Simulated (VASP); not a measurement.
B2C, 6 atoms in the cell. It takes space group I4_1/amd (No. 141, tetragonal). The conventional cell has a = 2.848 Å, b = 2.848 Å, c = 9.033 Å, α = 90.00°, β = 90.00°, γ = 90.00°. C (site symmetry -4m2) has 12 B at 2.05 to 2.16 Å and 4 C at 2.67 Å within 2.7 Å. B (site symmetry 2mm) has 3 B at 1.55 to 1.59 Å and 2 C at 2.05 Å within 2.1 Å. 

- Program: VASP 6.6.1
- Task: density of states
- Functional: PBEsol
- Potentials or basis: VASP PAW PBE potentials, release 64 (C, B)
- Cutoff: 520 eV
- k mesh: 9 × 9 × 9
- Occupations: methfessel-paxton, width 0.0714 eV
- Spin: no spin polarisation
- Dipole correction: no
- k mesh for the DOS: 14 × 14 × 14
- Occupations for the DOS: tetrahedron
- Further INCAR settings: ALGO = Normal; EDIFF = 1e-06

Potentials or basis: VASP PAW PBE potentials, release 64 (C, B).

Run with:

```sh
$ cat potpaw_PBE.64/C/POTCAR potpaw_PBE.64/B/POTCAR > POTCAR
$ cp INCAR.step1 INCAR
$ cp KPOINTS.step1 KPOINTS
$ mpirun -np 1 vasp_std > vasp.out
$ cp INCAR.step2 INCAR
$ cp KPOINTS.step2 KPOINTS
$ mpirun -np 1 vasp_std > vasp.out
```

Hardware: 1 thread of AMD EPYC 9R45 (Zen 5), on a shared host.

**Question.** How long does it take, and how much memory?

**Answer.** Run time: 56 s on 1 thread of AMD EPYC 9R45 (Zen 5) (shared host), peak memory 0.2 GiB. Counts: k points 244.
